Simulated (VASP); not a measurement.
# Rb (P6_3/mmc) in VASP: further runs, part 2 of 2

VASP 6.6.1. Earlier steps stand in the parts before.

## Step 6: Single point, r2SCAN (volume scaled by 1.08)

POSCAR reads:

```
Rb
1.0
    5.2395751392      0.0000000000      0.0000000000
   -2.6197875696      4.5376051756      0.0000000000
    0.0000000000      0.0000000000      8.6674180210
Rb
2
Direct
    0.3333333333      0.6666666667      0.2500000000
    0.6666666667      0.3333333333      0.7500000000
```

INCAR.step1 reads:

```
PREC     = Accurate       # precision mode
ENCUT    = 520            # plane-wave cutoff, eV
ISMEAR   = -1             # smearing method
SIGMA    = 0.1            # smearing width, eV
LREAL    = False          # projectors in reciprocal space
LASPH    = True           # aspherical terms in the spheres
NELM     = 80             # most SCF steps
NBANDS   = 16             # bands
GGA      = PE             # functional
ALGO     = Normal         # electronic algorithm
EDIFF    = 1E-4           # SCF threshold, eV
LWAVE    = True           # write WAVECAR
LCHARG   = False          # write CHGCAR
```

INCAR.step2 reads:

```
PREC     = Accurate       # precision mode
ENCUT    = 520            # plane-wave cutoff, eV
EDIFF    = 1E-6           # SCF threshold, eV
ISMEAR   = -1             # smearing method
SIGMA    = 0.1            # smearing width, eV
LREAL    = False          # projectors in reciprocal space
LASPH    = True           # aspherical terms in the spheres
NELM     = 80             # most SCF steps
ALGO     = Normal         # electronic algorithm
ISIF     = 2              # what is computed and relaxed
LWAVE    = False          # write WAVECAR
LCHARG   = False          # write CHGCAR
METAGGA  = R2SCAN         # meta-GGA
LMIXTAU  = True         
NBANDS   = 16             # bands
ISTART   = 1
```

KPOINTS reads:

```
Automatic mesh
0
Gamma
  8 8 5
```

Potentials or basis: VASP PAW PBE potentials, release 64 (Rb_sv).

On the command line:

```sh
> cat potpaw_PBE.64/Rb_sv/POTCAR > POTCAR
> cp INCAR.step1 INCAR
> mpirun -np 1 vasp_std > vasp.out
> cp INCAR.step2 INCAR
> mpirun -np 1 vasp_std > vasp.out
```

OUTCAR:

```text
PREC = Accurate
   ENCUT = 520
   EDIFF = 1E-6
   ISMEAR = -1
   LREAL = False
   LASPH = True
   NELM = 80
   ISIF = 2
   METAGGA = R2SCAN
   ISTART = 1

 ion  position               nearest neighbor table
   1  0.333  0.667  0.250-   2 5.29   2 5.29   2 5.29   2 5.29   2 5.29   2 5.29
   2  0.667  0.333  0.750-   1 5.29   1 5.29   1 5.29   1 5.29   1 5.29   1 5.29

  LATTYP: Found a hexagonal cell.
 ALAT       =     5.2395751392
 C/A-ratio  =     1.6542215334

[... 645 lines left out ...]
 [... further k-points ...]

------------------------ aborting loop because EDIFF is reached ----------------------------------------

  FORCE on cell =-STRESS in cart. coord.  units (eV):
  Direction    XX          YY          ZZ          XY          YZ          ZX
  --------------------------------------------------------------------------------------
  -------------------------------------------------------------------------------------
  Total       -0.1857783     -0.1857783     -0.2631316      0.0000000      0.0000000      0.0000000
  in kB       -1.4444183     -1.4444183     -2.0458371      0.0000000      0.0000000      0.0000000
  external PRESSURE =      -1.6448912 kB  Pullay stress =       0.0000000 kB

 VOLUME and BASIS-vectors are now :
 -----------------------------------------------------------------------------
  energy-cutoff  :      520.00
  volume of cell :      206.07
      direct lattice vectors                 reciprocal lattice vectors
     5.239575139  0.000000000  0.000000000     0.190855169  0.110190283  0.000000000
    -2.619787570  4.537605176  0.000000000     0.000000000  0.220380567  0.000000000
     0.000000000  0.000000000  8.667418021     0.000000000  0.000000000  0.115374613

 POSITION                                       TOTAL-FORCE (eV/Angst)
 -----------------------------------------------------------------------------------
     -0.00000      3.02507      2.16685        -0.000000     -0.000000      0.000000
      2.61979      1.51254      6.50056         0.000000      0.000000      0.000000
 -----------------------------------------------------------------------------------
    total drift:                                0.000000     -0.000000      0.000000

  FREE ENERGIE OF THE ION-ELECTRON SYSTEM (eV)
  ---------------------------------------------------
  free  energy   TOTEN  =       -27.8543315910 eV

  energy  without entropy=      -27.7934606599  energy(sigma->0) =      -27.82389613
```

OUTCAR.step1:

```text
PREC = Accurate
   ENCUT = 520
   ISMEAR = -1
   LREAL = False
   LASPH = True
[... 680 lines left out ...]
     -0.00000      3.02507      2.16685         0.000000      0.000000      0.000000
      2.61979      1.51254      6.50056        -0.000000      0.000000      0.000000
 -----------------------------------------------------------------------------------
    total drift:                                0.000000     -0.000000      0.000000

  FREE ENERGIE OF THE ION-ELECTRON SYSTEM (eV)
  ---------------------------------------------------
  free  energy   TOTEN  =        -1.8827388429 eV

  energy  without entropy=       -1.8171141875  energy(sigma->0) =       -1.84992652
```

OSZICAR.step1:

```text
N       E                     dE             d eps       ncg     rms          rms(c)
DAV:   1     0.119595319148E+03    0.11960E+03   -0.67347E+03   960   0.836E+02
DAV:   2     0.114481007633E+02   -0.10815E+03   -0.10467E+03  1280   0.181E+02
DAV:   3    -0.492156063118E+00   -0.11940E+02   -0.11845E+02  1304   0.593E+01
DAV:   4    -0.187075756593E+01   -0.13786E+01   -0.13784E+01  1752   0.135E+01
DAV:   5    -0.187797050401E+01   -0.72129E-02   -0.72123E-02  1344   0.114E+00    0.146E+00
DAV:   6    -0.188012345730E+01   -0.21530E-02   -0.43013E-03  1424   0.343E-01    0.872E-01
DAV:   7    -0.188243358747E+01   -0.23101E-02   -0.48861E-03  1200   0.388E-01    0.609E-02
DAV:   8    -0.188270029715E+01   -0.26671E-03   -0.25569E-04  1112   0.938E-02    0.243E-02
DAV:   9    -0.188273884291E+01   -0.38546E-04   -0.42741E-05   760   0.505E-02
   1 F= -.18827388E+01 E0= -.18499265E+01  d E =-.656247E-01
```

Wall time 6 min (1 thread of Intel Xeon Platinum 8488C (Sapphire Rapids), shared host); peak memory 0.36 GiB.

Results:

| Item | Value |
| --- | --- |
| Free energy | -27.8543 eV |
| Pressure | -0.2 GPa |
| Band gap on the k mesh | zero (band 9 reaches 0.58 eV, above the bottom of band 10 at -1.23 eV) |

Levels at points of the mesh, in eV from the Fermi level:
```csv
k point,band 6,band 7,band 8,band 9,band 10,band 11,band 12,band 13
"(0.00, 0.00, 0.00)",-13.64,-13.64,-13.63,-1.93,0.25,0.48,3.79,3.79
"(0.50, 0.00, 0.00)",-13.66,-13.65,-13.64,0.13,0.26,1.40,1.72,2.07
```

Caveat: the PAW data sets were made with another functional, which shifts forces and pressure a little.

## Step 7: Overview

```csv
cell,gap on the mesh (eV),pressure (GPa)
"a = 4.967, b = 4.967, c = 8.216 Å, angles 90.0, 90.0, 120.0°, 2 atoms",none,0.3
"a = 5.038, b = 5.038, c = 8.334 Å, angles 90.0, 90.0, 120.0°, 2 atoms",none,0.1
"a = 5.107, b = 5.107, c = 8.448 Å, angles 90.0, 90.0, 120.0°, 2 atoms",none,0.0
"a = 5.174, b = 5.174, c = 8.559 Å, angles 90.0, 90.0, 120.0°, 2 atoms",none,-0.1
"a = 5.240, b = 5.240, c = 8.667 Å, angles 90.0, 90.0, 120.0°, 2 atoms",none,-0.2
```

Alike in all rows: task single point; level r2SCAN; potentials or basis VASP PAW PBE potentials, release 64 (Rb_sv); no spin polarisation; k mesh 8 × 8 × 5; cutoff (eV) 520; smearing fermi-dirac 0.1 eV.

Caveats: the PAW data sets were made with another functional, which shifts forces and pressure a little.

Absolute energies hang on the potentials; compare differences alone.
